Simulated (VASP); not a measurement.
Runs of VASP 6.6.1 on BN. The structure is that of space group I-4m2 (No. 119), or close to it. The cells are those of the table. 

```tsv
cell	gap on the mesh (eV)	pressure (GPa)
a = 2.603, b = 2.741 Å, angles 58.2, 63.5, 58.2°, 2 atoms	2.79	-28.9
a = 2.622, b = 2.760 Å, angles 58.2, 63.5, 58.2°, 2 atoms	2.79	(a)
a = 2.598, b = 2.353 Å, angles 63.1, 53.8, 63.1°, 2 atoms	2.76	32.2
a = 2.556, b = 2.647 Å, angles 58.8, 62.4, 58.8°, 2 atoms	(b)	-8.4
a = 2.566, b = 2.787 Å, angles 57.1, 65.8, 57.1°, 2 atoms	1.98	-23.3
a = 2.702, b = 2.499 Å, angles 62.5, 55.1, 62.5°, 2 atoms	3.12	-22.4
a = 2.604, b = 2.828 Å, angles 57.1, 65.8, 57.1°, 2 atoms	2.03	-34.5
a = 2.619, b = 2.422 Å, angles 62.5, 55.1, 62.5°, 2 atoms	3.13	9.8
```

Alike in all rows: task single point; level PBE; potentials or basis VASP PAW PBE potentials, release 64 (B, N); no spin polarisation; k mesh 12 × 12 × 12; cutoff (eV) 520; smearing gaussian 0.05 eV.

Q: Fill in the values left out.

A: (a) -34.3; (b) 3.26.

A k mesh can miss the band edges.
